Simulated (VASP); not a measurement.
Write the native input for VASP 6.6.1 that does the following.

- Task: relaxation of cell and atoms
- Functional: r2SCAN
- Potentials or basis: VASP PAW PBE potentials, release 64 (Al, Ga_d, N)
- Cutoff: 600 eV
- k mesh: 6 × 8 × 4
- Occupations: gaussian, width 0.02 eV
- Spin: no spin polarisation
- Target pressure: 5 GPa
- Dipole correction: no
- Further INCAR settings: ALGO = Normal; EDIFF = 1e-06; IBRION = 2; EDIFFG = -0.008; NSW = 70; ISIF = 3

Crystal: Al3GaN4.

```
Al Ga N
1.0
     4.99816    0.00000   -0.00005
     0.00000    3.10120    0.00000
    -0.00338    0.00000    5.36915
Al Ga N
3 1 4
Direct
  0.50029 0.50000 0.16729
  0.00075 0.50000 0.83494
  0.00106 0.00000 0.33161
  0.49950 0.00000 0.66618
  0.11060 0.00000 0.66631
  0.12264 0.50000 0.16715
  0.62537 0.50000 0.84070
  0.62338 0.00000 0.32583
```

These files were run (other wordings do the same):

POSCAR

```
Al3GaN4
1.0
    4.9981645528      0.0000000000     -0.0000487903
    0.0000000000      3.1012031698      0.0000000000
   -0.0033820340      0.0000000000      5.3691516288
Al Ga N
3 1 4
Direct
    0.5002883565      0.5000000000      0.1672857137
    0.0007467396      0.5000000000      0.8349352204
    0.0010616752      0.0000000000      0.3316118023
    0.4995020558      0.0000000000      0.6661750274
    0.1106027498      0.0000000000      0.6663063314
    0.1226405883      0.5000000000      0.1671535321
    0.6253722726      0.5000000000      0.8407001416
    0.6233845621      0.0000000000      0.3258332312
```

INCAR.step1

```
SYSTEM = Al3GaN4
ALGO = Normal
EDIFF = 1E-4
ENCUT = 600
GGA = PE
ISMEAR = 0
LASPH = .TRUE.
LCHARG = .FALSE.
LREAL = .FALSE.
LWAVE = .TRUE.
NELM = 60
PREC = Accurate
SIGMA = 0.02
```

INCAR.step2

```
SYSTEM = Al3GaN4
ALGO = Normal
EDIFF = 1E-6
EDIFFG = -0.008
ENCUT = 600
IBRION = 2
ISIF = 3
ISMEAR = 0
ISTART = 1
LASPH = .TRUE.
LCHARG = .FALSE.
LMIXTAU = .TRUE.
LREAL = .FALSE.
LWAVE = .FALSE.
METAGGA = R2SCAN
NELM = 60
NSW = 70
PREC = Accurate
PSTRESS = 50.0
SIGMA = 0.02
```

KPOINTS

```
k-points
0
G
  6 8 4
  0 0 0
```

Potentials or basis: VASP PAW PBE potentials, release 64 (Al, Ga_d, N).

Launch:

```bash
$ cat potpaw_PBE.64/Al/POTCAR potpaw_PBE.64/Ga_d/POTCAR potpaw_PBE.64/N/POTCAR > POTCAR
$ cp INCAR.step1 INCAR
$ mpirun -np 1 vasp_std > vasp.out
$ cp INCAR.step2 INCAR
$ mpirun -np 1 vasp_std > vasp.out
```

It gave:

```json
{"Relaxed volume": "10.41 Å³/atom", "Relaxed cell": "a = 4.998 Å, b = 3.102 Å, c = 5.371 Å, α = 90.00°, β = 90.04°, γ = 90.00°", "Space group after relaxing (to 0.1 Å)": "Pm (No. 6)", "Energy change on relaxing (the run minimises the enthalpy)": "-0.2 meV/atom", "Ionic steps": "7", "Pressure after relaxing": "5.0 GPa", "Largest force after relaxing": "0.008 eV/Å", "Band gap on the k mesh": "4.34 eV"}
```

Caveat: the cell is relaxed towards a set pressure, so the run minimises the enthalpy, not the energy; the PAW data sets were made with another functional, which shifts forces and pressure a little.

It took 43 min on 1 thread of Oxide Virtual Turin-like Processor, on a shared host, peak memory 0.34 GiB.
